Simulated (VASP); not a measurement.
Crystal: BP.

```
B P
1.0
    -4.54819   -4.54819    4.54819
     4.54819   -4.54819   -4.54819
     4.54819    4.54819    4.54819
B P
16 16
Direct
  0.25000 0.50000 0.25000
  0.00000 0.50000 0.50000
  0.50000 0.25000 0.25000
  0.25000 0.25000 0.50000
  0.00000 0.25000 0.75000
  0.75000 0.50000 0.75000
  0.50000 0.50000 0.00000
  0.00000 0.75000 0.25000
  0.75000 0.00000 0.25000
  0.50000 0.00000 0.50000
  0.25000 0.00000 0.75000
  0.00000 0.00000 0.00000
  0.75000 0.25000 0.00000
  0.75000 0.75000 0.50000
  0.50000 0.75000 0.75000
  0.25000 0.75000 0.00000
  0.25000 0.75000 0.25000
  0.00000 0.75000 0.50000
  0.50000 0.50000 0.25000
  0.25000 0.50000 0.50000
  0.00000 0.50000 0.75000
  0.75000 0.75000 0.75000
  0.50000 0.75000 0.00000
  0.00000 0.00000 0.25000
  0.75000 0.25000 0.25000
  0.50000 0.25000 0.50000
  0.25000 0.25000 0.75000
  0.00000 0.25000 0.00000
  0.75000 0.50000 0.00000
  0.75000 0.00000 0.50000
  0.50000 0.00000 0.75000
  0.25000 0.00000 0.00000
```

Base run:

```yaml
Program: VASP 6.6.1
Functional: PBE
Potentials_or_basis: VASP PAW PBE potentials, release 64 (B, P)
Cutoff: 520 eV
k_mesh: 3 × 3 × 3
Occupations: gaussian, width 0.01 eV
Spin: no spin polarisation
```

Its results: band gap on the k mesh 1.35 eV; pressure -0.2 GPa.

Problem. The run is repeated on the same cell with these changes: k mesh from 3 × 3 × 3 to 1 × 1 × 1; further incar settings from LREAL = Auto; ALGO = Normal; EDIFF = 1e-07; NBANDS = 86 to LREAL = Auto; ALGO = Normal; EDIFF = 1e-06; NBANDS = 86. What comes out?

Solution. Band gap on the k mesh 1.30 eV; pressure 1.9 GPa.

Caveats: some runs use coarse meshes.

A k mesh can miss the band edges.
